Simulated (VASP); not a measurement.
# GaN (P6/mmm) in VASP: notebook

Aim: see how the results for GaN move with the level of theory and the settings. Levels: PBE-based screened hybrid, PBEsol-based screened hybrid, r2SCAN0. Tasks: single point.

Program: VASP 6.6.1. These are calculated values, not measurements. Logs are shortened: lines on timing, memory, paths and dates and some standing lists are left out, and cuts for length are marked.

### 1 The cell of the first run

Symmetry: P6/mmm, No. 191, hexagonal system. The conventional cell has a = 5.230 Å, b = 5.230 Å, c = 3.390 Å, α = 90.00°, β = 90.00°, γ = 120.00°. Ga (site symmetry 6/mmm) has 2 N at 1.70 Å within 2.3 Å. Within 2.3 Å of N (site symmetry 6/mmm) lie 2 Ga at 1.70 Å.

### 2 Single point, PBE-based screened hybrid

Input file POSCAR:

```
GaN
1.0
    5.2303800000      0.0000000000      0.0000000000
   -2.6151900000      4.5296400000      0.0000000000
    0.0000000000      0.0000000000      3.3901000000
Ga N
1 1
Direct
    0.0000000000      0.0000000000      0.5000000000
    0.0000000000      0.0000000000      0.0000000000
```

Input file INCAR.step1:

```
PREC     = Accurate       # precision mode
ENCUT    = 520            # plane-wave cutoff, eV
EDIFF    = 1E-5           # SCF threshold, eV
ISMEAR   = -1             # smearing method
SIGMA    = 0.05           # smearing width, eV
LREAL    = False          # projectors in reciprocal space
LASPH    = True           # aspherical terms in the spheres
NELM     = 60             # most SCF steps
ALGO     = Normal         # electronic algorithm
ISIF     = 2              # what is computed and relaxed
LWAVE    = True           # write WAVECAR
LCHARG   = False          # write CHGCAR
GGA      = PE             # functional
NBANDS   = 16             # bands
```

Input file INCAR.step2:

```
PREC     = Accurate       # precision mode
ENCUT    = 520            # plane-wave cutoff, eV
EDIFF    = 1E-6           # SCF threshold, eV
ISMEAR   = -1             # smearing method
SIGMA    = 0.05           # smearing width, eV
LREAL    = False          # projectors in reciprocal space
LASPH    = True           # aspherical terms in the spheres
NELM     = 60             # most SCF steps
ALGO     = Normal         # electronic algorithm
ISIF     = 2              # what is computed and relaxed
LWAVE    = False          # write WAVECAR
LCHARG   = False          # write CHGCAR
GGA      = PE             # functional
LHFCALC  = True           # exact exchange
AEXX     = 0.25           # exact-exchange fraction
HFSCREEN = 0.3            # screening, 1/A
PRECFOCK = Normal       
ISTART   = 1            
NBANDS   = 16             # bands
```

Input file KPOINTS:

```
regular mesh
0
Gamma
  3 3 4
```

Potentials or basis: VASP PAW PBE potentials, release 64 (Ga_d, N).

Run with:

```console
> cat potpaw_PBE.64/Ga_d/POTCAR potpaw_PBE.64/N/POTCAR > POTCAR
> cp INCAR.step1 INCAR
> mpirun -np 1 vasp_std > vasp.out
> cp INCAR.step2 INCAR
> mpirun -np 1 vasp_std > vasp.out
```

OUTCAR:

```text
PREC = Accurate
   ENCUT = 520
   EDIFF = 1E-6
   ISMEAR = -1
   LREAL = False
   LASPH = True
   NELM = 60
   ISIF = 2
   GGA = PE
   LHFCALC = True
   AEXX = 0.25
   HFSCREEN = 0.3
   PRECFOCK = Normal
   ISTART = 1

 ion  position               nearest neighbor table
   1  0.000  0.000  0.500-   2 1.70   2 1.70
   2  0.000  0.000  0.000-   1 1.70   1 1.70

  LATTYP: Found a hexagonal cell.
 ALAT       =     5.2303800000
 C/A-ratio  =     0.6481555833

  Lattice vectors:

 A1 = (   5.2303800000,   0.0000000000,   0.0000000000)
 A2 = (  -2.6151900000,   4.5296400000,   0.0000000000)
 A3 = (   0.0000000000,   0.0000000000,   3.3901000000)

Analysis of symmetry for initial positions (statically):
=====================================================================
 Subroutine PRICEL returns:
 Original cell was already a primitive cell.

 Routine SETGRP: Setting up the symmetry group for a
 hexagonal supercell.

 Subroutine GETGRP returns: Found 24 space group operations
 (whereof 24 operations were pure point group operations)
 out of a pool of 24 trial point group operations.

The static configuration has the point symmetry D_6h.

Analysis of symmetry for dynamics (positions and initial velocities):
=====================================================================
 Subroutine PRICEL returns:
 Original cell was already a primitive cell.

 Routine SETGRP: Setting up the symmetry group for a
 hexagonal supercell.

 Subroutine GETGRP returns: Found 24 space group operations
 (whereof 24 operations were pure point group operations)
 out of a pool of 24 trial point group operations.

The dynamic configuration has the point symmetry D_6h.

 Subroutine INISYM returns: Found 24 space group operations
 (whereof 24 operations are pure point group operations),
 and found     1 'primitive' translations

----------------------------------------------------------------------------------------

                                     Primitive cell

  volume of cell :      80.3174

  direct lattice vectors                    reciprocal lattice vectors
     5.230380000  0.000000000  0.000000000     0.191190697  0.110384048  0.000000000
    -2.615190000  4.529640000  0.000000000     0.000000000  0.220768096  0.000000000
     0.000000000  0.000000000  3.390100000     0.000000000  0.000000000  0.294976549

  length of vectors
     5.230380000  5.230378310  3.390100000     0.220768025  0.220768096  0.294976549

  position of ions in fractional coordinates (direct lattice)
     0.000000000  0.000000000  0.500000000
     0.000000000  0.000000000  0.000000000

  ion indices of the primitive-cell ions
   primitive index   ion index
                 1           1
                 2           2

----------------------------------------------------------------------------------------

 KPOINTS: regular mesh

Automatic generation of k-mesh.
 Grid dimensions read from file:
 generate k-points for:    3    3    4

 Generating k-lattice:

  Cartesian coordinates                     Fractional coordinates (reciprocal lattice)
     0.063730232  0.036794683  0.000000000     0.333333333  0.000000000  0.000000000
     0.000000000  0.073589365  0.000000000     0.000000000  0.333333333  0.000000000
     0.000000000  0.000000000  0.073744137     0.000000000  0.000000000  0.250000000

  Length of vectors
     0.073589342  0.073589365  0.073744137

  Shift w.r.t. Gamma in fractional coordinates (k-lattice)
     0.000000000  0.000000000  0.000000000

 Subroutine IBZKPT returns following result:
 ===========================================

 Found      9 irreducible k-points:

 Following reciprocal coordinates:
            Coordinates               Weight
  0.000000  0.000000  0.000000      1.000000
  0.333333  0.000000  0.000000      6.000000
  0.333333  0.333333  0.000000      2.000000
  0.000000  0.000000  0.250000      2.000000
  0.333333  0.000000  0.250000     12.000000
  0.333333  0.333333  0.250000      4.000000
  0.000000  0.000000  0.500000      1.000000
  0.333333  0.000000  0.500000      6.000000
  0.333333  0.333333  0.500000      2.000000
   k-points           NKPTS =      9   k-points in BZ     NKDIM =     36   number of bands    NBANDS=     16
   number of dos      NEDOS =    301   number of ions     NIONS =      2
   total plane-waves  NPLWV =  44800
   dimension x,y,z NGX =    40 NGY =   40 NGZ =   28
   dimension x,y,z NGXF=    80 NGYF=   80 NGZF=   56
   ions per type =               1   1
   NGX,Y,Z   is equivalent  to a cutoff of  12.71, 12.71, 13.73 a.u.
   NGXF,Y,Z  is equivalent  to a cutoff of  25.43, 25.43, 27.46 a.u.
 SYSTEM =  unknown system
   PREC   = accura    normal or accurate (medium, high low for compatibility)
   ISTART =      1    job   : 0-new  1-cont  2-samecut
   ICHARG =      0    charge: 1-file 2-atom 10-const
   ISPIN  =      1    spin polarized calculation?
   LNONCOLLINEAR =      F non collinear calculations
   LSORBIT =      F    spin-orbit coupling
   LASPH  =      T    aspherical Exc in radial PAW
   ENCUT  =  520.0 eV  38.22 Ry    6.18 a.u.   9.73  9.73  6.30*2*pi/ulx,y,z
   NELM   =     60;   NELMIN=  2; NELMDL=  0     # of ELM steps
   EDIFF  = 0.1E-05   stopping-criterion for ELM
   LREAL  =      F    real-space projection
   EDIFFG = 0.1E-04   stopping-criterion for IOM
   NSW    =      0    number of steps for IOM
   IBRION =     -1    ionic relax: 0-MD 1-quasi-New 2-CG
   NFREE  =      0    steps in history (QN), initial steepest desc. (CG)
   ISIF   =      2    stress and relaxation
   ISYM   =      3    0-nonsym 1-usesym 2-fastsym
   POTIM  = 0.5000    time-step for ionic-motion
   TEBEG  =    0.0;   TEEND  =   0.0 temperature during run
   PSTRESS=    0.0 pullay stress
   NELECT =      18.0000    total number of electrons
   NUPDOWN=      -1.0000    fix difference up-down
   EMIN   =  10.00;   EMAX   =-10.00  energy-range for DOS
   EFERMI =   0.00;   METHOD = LEGACY
   ISMEAR =    -1;   SIGMA  =   0.05  broadening in eV -4-tet -1-fermi 0-gaus
   EFERMI_NEDOS =   21; number of points for ismear=-14 and -15
   IALGO  =     38    algorithm
   IMIX   =      1    mixing-type and parameters
     AMIX     =   0.40;   BMIX     =  1.00
     AMIX_MAG =   1.60;   BMIX_MAG =  1.00
  volume/ion in A,a.u.               =      40.16       271.00
  Fermi-wavevector in a.u.,A,eV,Ry     =   0.994403  1.879150 13.453954  0.988838
  Thomas-Fermi vector in A             =   2.126352
   LORBIT       =      0    0 simple, 1 ext, 2 COOP (PROOUT), +10 PAW based schemes
   GGA     = PE    functional components
   LHFCALC =     T    Hartree Fock is set to
   PRECFOCK=normal    Normal, Fast or Accurate (Low or Medium for compatibility)
   ENCUT4O =  -1.0   cutoff for four orbital integrals eV
   NKREDX  =     1    reduce k-point grid by
   NKREDY  =     1    reduce k-point grid by
   NKREDZ  =     1    reduce k-point grid by
   AEXX    =    0.2500 exact exchange contribution
   HFSCREEN=    0.3000 screening length (either q_TF or 0.3 A-1)
   HFSCREENC=   0.3000 screening length for correlation (either q_TF or 0.3 A-1)
   ENCUTFOCK=  -1.0 apply spherical cutoff to Coloumb kernel
   IVDW    =     0    specifies the selected vdW correction
   LEPSILON=     F    determine dielectric tensor
   LRPA    =     F    only Hartree local field effects (RPA)
 non-spin polarized calculation
  energy-cutoff  :      520.00
  volume of cell :       80.32
 maximum number of plane-waves:      2178
 NGX is ok and might be reduce to    40
  NGX = 30; NGY = 30; NGZ = 20

 number of electron      18.0000010 magnetization

 Free energy of the ion-electron system (eV)
  ---------------------------------------------------
  ext. energy  EPLUGINS =         0.00000000
  ---------------------------------------------------
  free energy    TOTEN  =       -11.44315783 eV

  energy without entropy =      -11.44315783  energy(sigma->0) =      -11.44315783

 E-fermi :  -1.7223     XC(G=0):  -4.7668

 val. band max:       -2.8427211526   @ k =   0.0000   0.0000   0.5000
 cond. band min:      -0.7264819101   @ k =   0.0000   0.0000   0.0000
 fundamental gap:      2.1162392425
 Fermi energy:        -1.7222622638

 k-point     1 :       0.0000    0.0000    0.0000
  band No.  band energies     occupation
      1     -21.0599      2.00000
      2     -19.3596      2.00000
      3     -19.3596      2.00000
      4     -19.1560      2.00000
      5     -19.1560      2.00000
      6     -15.7884      2.00000
[... 8 lines left out ...]
     15       6.1413      0.00000
     16       7.5857      0.00000

 k-point     2 :       0.3333    0.0000    0.0000
  band No.  band energies     occupation
      1     -21.0590      2.00000
      2     -19.3596      2.00000
      3     -19.3591      2.00000
      4     -19.1561      2.00000
      5     -19.1560      2.00000
      6     -15.7745      2.00000
[... 8 lines left out ...]
     15       8.2993      0.00000
     16      11.4375      0.00000

 k-point     3 :       0.3333    0.3333    0.0000
  band No.  band energies     occupation
      1     -21.0585      2.00000
      2     -19.3592      2.00000
      3     -19.3592      2.00000
      4     -19.1561      2.00000
      5     -19.1561      2.00000
      6     -15.7676      2.00000
[... 8 lines left out ...]
     15       7.7116      0.00000
     16      11.8268      0.00000

 k-point     4 :       0.0000    0.0000    0.2500
  band No.  band energies     occupation
      1     -20.5295      2.00000
      2     -19.3576      2.00000
      3     -19.3576      2.00000
      4     -19.2115      2.00000
      5     -19.2115      2.00000
      6     -16.2657      2.00000
[... 8 lines left out ...]
     15       6.9510      0.00000
     16       8.4028      0.00000

 k-point     5 :       0.3333    0.0000    0.2500
  band No.  band energies     occupation
      1     -20.5289      2.00000
      2     -19.3576      2.00000
      3     -19.3572      2.00000
      4     -19.2117      2.00000
      5     -19.2115      2.00000
      6     -16.2566      2.00000
[... 8 lines left out ...]
     15       8.5842      0.00000
     16      10.1317      0.00000

 k-point     6 :       0.3333    0.3333    0.2500
  band No.  band energies     occupation
      1     -20.5286      2.00000
      2     -19.3573      2.00000
      3     -19.3573      2.00000
      4     -19.2117      2.00000
      5     -19.2117      2.00000
      6     -16.2521      2.00000
[... 8 lines left out ...]
     15       8.6008      0.00000
     16      10.3719      0.00000

 k-point     7 :       0.0000    0.0000    0.5000
  band No.  band energies     occupation
      1     -19.7514      2.00000
      2     -19.3556      2.00000
      3     -19.3556      2.00000
      4     -19.2658      2.00000
      5     -19.2658      2.00000
      6     -17.0398      2.00000
[... 8 lines left out ...]
     15       9.0489      0.00000
     16      10.1743      0.00000

 k-point     8 :       0.3333    0.0000    0.5000
  band No.  band energies     occupation
      1     -19.7514      2.00000
      2     -19.3556      2.00000
      3     -19.3552      2.00000
      4     -19.2662      2.00000
      5     -19.2659      2.00000
      6     -17.0350      2.00000
[... 8 lines left out ...]
     15       7.9634      0.00000
     16      10.1373      0.00000

 k-point     9 :       0.3333    0.3333    0.5000
  band No.  band energies     occupation
      1     -19.7513      2.00000
      2     -19.3553      2.00000
      3     -19.3553      2.00000
      4     -19.2661      2.00000
      5     -19.2661      2.00000
      6     -17.0326      2.00000
[... 8 lines left out ...]
     15       8.3090      0.00000
     16       8.6936      0.00000

------------------------ aborting loop because EDIFF is reached ----------------------------------------

  FORCE on cell =-STRESS in cart. coord.  units (eV):
  Direction    XX          YY          ZZ          XY          YZ          ZX
  --------------------------------------------------------------------------------------
  -------------------------------------------------------------------------------------
  Total        0.0276589      0.0276588     -1.8210093      0.0000000     -0.0000000      0.0000000
  in kB        0.5517412      0.5517407    -36.3256429      0.0000000     -0.0000000      0.0000000
  external PRESSURE =     -11.7407204 kB  Pullay stress =       0.0000000 kB

 VOLUME and BASIS-vectors are now :
 -----------------------------------------------------------------------------
  energy-cutoff  :      520.00
  volume of cell :       80.32
      direct lattice vectors                 reciprocal lattice vectors
     5.230380000  0.000000000  0.000000000     0.191190697  0.110384048  0.000000000
    -2.615190000  4.529640000  0.000000000     0.000000000  0.220768096  0.000000000
     0.000000000  0.000000000  3.390100000     0.000000000  0.000000000  0.294976549

 POSITION                                       TOTAL-FORCE (eV/Angst)
 -----------------------------------------------------------------------------------
      0.00000      0.00000      1.69505         0.000000      0.000000      0.000000
      0.00000      0.00000      0.00000        -0.000000      0.000000      0.000000
 -----------------------------------------------------------------------------------
    total drift:                                0.000000      0.000000      0.000008

  FREE ENERGIE OF THE ION-ELECTRON SYSTEM (eV)
  ---------------------------------------------------
  free  energy   TOTEN  =       -11.4431578257 eV

  energy  without entropy=      -11.4431578255  energy(sigma->0) =      -11.44315783
```

Run time: 2.4 min. Hardware: 1 thread of Intel Xeon 6975P-C (Granite Rapids), shared host; peak memory 0.31 GiB.

Results:

* Free energy: -11.4432 eV
* Pressure: -1.2 GPa
* Band gap on the k mesh: 2.12 eV, indirect (least direct gap 3.89 eV)

Stress tensor (GPa, compression positive):
```
 0.06  0.00  0.00
 0.00  0.06  0.00
 0.00  0.00 -3.63
```

Levels at points of the mesh, in eV from the valence-band top:
```tsv
k point	band 6	band 7	band 8	band 9	band 10	band 11	band 12	band 13
(0.00, 0.00, 0.00)	-12.95	-3.83	-1.78	-1.78	2.12	7.12	8.86	8.86
(0.00, 0.00, 0.50)	-14.20	-6.73	0.00	0.00	5.42	5.42	6.33	7.31
```

Caveat: the k points lie up to 0.46 Å⁻¹ apart; the PAW data sets were made with another functional, which shifts forces and pressure a little. A k mesh can miss the band edges.

[end of part 1 of 2]
